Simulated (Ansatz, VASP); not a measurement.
# Ba3TiO5: VASP beside Ansatz

```
Ba Ti O
1.0
    -3.61142    3.61142    5.90589
     3.61142   -3.61142    5.90589
     3.61142    3.61142   -5.90589
Ba Ti O
6 2 10
Direct
  0.25000 0.25000 0.00000
  0.75000 0.75000 0.00000
  0.17905 0.67905 0.85810
  0.82095 0.32095 0.14190
  0.67905 0.82095 0.50000
  0.32095 0.17905 0.50000
  0.75000 0.25000 0.50000
  0.25000 0.75000 0.50000
  0.79748 0.29748 0.78124
  0.20252 0.70252 0.21876
  0.51624 0.01624 0.21876
  0.29748 0.51624 0.50000
  0.98376 0.20252 0.50000
  0.48376 0.98376 0.78124
  0.70252 0.48376 0.50000
  0.01624 0.79748 0.50000
  0.00000 0.00000 0.00000
  0.50000 0.50000 0.00000
```

Alike in both runs: functional PBEsol; k mesh 6 × 6 × 6; occupations gaussian, width 0.02 eV; no spin polarisation.

Ansatz relaxed the structure, and its values are those at the end. VASP's run is a single point on that final structure, the one shown.

```csv
,VASP,Ansatz
version,VASP 6.6.1,Ansatz 0.2.0
potentials or method,"VASP PAW PBE potentials, release 64 (Ba_sv, Ti_sv, O), cutoff 520 eV","scalar-relativistic, plane waves, PAW"
valence electrons in the cell,144,144
```

VASP gave:

| Property | Result |
| --- | --- |
| gap on the k mesh at the Fermi level (eV) | 2.61 |
| least direct gap on the mesh (eV) | 2.62 |
| pressure (GPa) | 1.7 |
| rms of the force components (eV/Å) | 0.046 |

Problem. What did Ansatz give for the same quantities?

Solution. gap on the k mesh at the Fermi level (eV): 2.71; least direct gap on the mesh (eV): 2.71; pressure (GPa): 0.0; rms of the force components (eV/Å): 0.001.

VASP's potentials were made for PBE, not for PBEsol. With one functional, cell and mesh, what is left measures potentials, basis and numerics.

Neither program's run includes spin-orbit coupling.
